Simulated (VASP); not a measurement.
A run of VASP 6.6.1:

INCAR

```
SYSTEM = NaCl
  ALGO = Normal
  EDIFF = 1E-6
  EDIFFG = -0.005
  ENCUT = 600
  GGA = PS
  IBRION = 2
  ISIF = 3
  ISMEAR = 0
  LASPH = .TRUE.
  LCHARG = .FALSE.
  LREAL = .FALSE.
  LWAVE = .FALSE.
  NELM = 60
  NSW = 100
  PREC = Accurate
  SIGMA = 0.02
```

File KPOINTS:

```
k-points
0
G
  8 8 8
  0 0 0
```

The input POSCAR:

```
NaCl
1.0
    0.0000000000      2.8100000000      2.8100000000
    2.8100000000      0.0000000000      2.8100000000
    2.8100000000      2.8100000000      0.0000000000
Na Cl
1 1
Direct
    0.0000000000      0.0000000000      0.0000000000
    0.5000000000      0.5000000000      0.5000000000
```

Potentials or basis: VASP PAW PBE potentials, release 64 (Na_pv, Cl).

The run is started by

```bash
$ cat potpaw_PBE.64/Na_pv/POTCAR potpaw_PBE.64/Cl/POTCAR > POTCAR
$ mpirun -np 1 vasp_std > vasp.out
```

Hardware: 1 thread of AMD EPYC 7R43 64-Core Processor (Zen 3), on a shared host.

Problem. How long does it take, and how much memory?

Solution. Wall time 42 s on 1 thread of AMD EPYC 7R43 64-Core Processor (Zen 3) (shared host), peak memory 0.14 GiB. Counts: scf iterations 26, k points 29, ion steps 4.
